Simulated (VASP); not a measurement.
## Co: single point with PBE

Co:

```
CELL_PARAMETERS angstrom
2.49259 0.00000 0.00000
-1.24629 2.15864 0.00000
0.00000 0.00000 4.03742
ATOMIC_POSITIONS crystal
Co 0.33333 0.66667 0.25000
Co 0.66667 0.33333 0.75000
```

```json
{"Program": "VASP 6.6.1", "Task": "single point", "Functional": "PBE", "Potentials or basis": "VASP PAW PBE potentials, release 64 (Co)", "Cutoff": "520 eV", "k mesh": "18 × 18 × 10", "Occupations": "fermi-dirac, width 0.1 eV", "Spin": "collinear spin, ferromagnetic start", "Starting moments": "[1.7, 1.7] μB"}
```

The pressure is -0.7 GPa, the net moment is 3.19 μB per cell and the site moments are Co +1.62 μB. The valence electrons inside the program's atomic spheres are Co 8.27.

Stress tensor (GPa, compression positive):
```
-0.65  0.00  0.00
 0.00 -0.65  0.00
 0.00  0.00 -0.77
```

Levels at points of the mesh, in eV from the Fermi level:
Spin up:
| k point | band 9 | band 10 | band 11 | band 12 | band 13 | band 14 |
| --- | --- | --- | --- | --- | --- | --- |
| (0.00, 0.00, 0.00) | -1.92 | -0.83 | -0.83 | -0.09 | 6.32 | 21.99 |
| (0.50, 0.00, 0.00) | -0.61 | -0.54 | 1.31 | 3.32 | 9.67 | 10.32 |
| (0.00, 0.00, 0.50) | -1.14 | -1.14 | -1.14 | -1.14 | 14.97 | 14.97 |
| (0.50, 0.00, 0.50) | -0.60 | -0.60 | 1.60 | 1.60 | 7.25 | 7.25 |
Spin down:
| k point | band 5 | band 6 | band 7 | band 8 | band 9 | band 10 |
| --- | --- | --- | --- | --- | --- | --- |
| (0.00, 0.00, 0.00) | -0.96 | -0.60 | -0.60 | -0.16 | -0.16 | -0.16 |
| (0.50, 0.00, 0.00) | -1.10 | -1.03 | -0.63 | 1.17 | 1.30 | 1.34 |
| (0.00, 0.00, 0.50) | -1.02 | -1.02 | -1.02 | -1.02 | 0.71 | 0.71 |
| (0.50, 0.00, 0.50) | -0.06 | -0.06 | 0.25 | 0.25 | 1.27 | 1.27 |

It took 3.3 min on 1 thread of Intel(R) Xeon(R) Platinum 8259CL CPU @ 2.50GHz (Skylake/Cascade Lake) (shared host), peak memory 0.25 GiB.
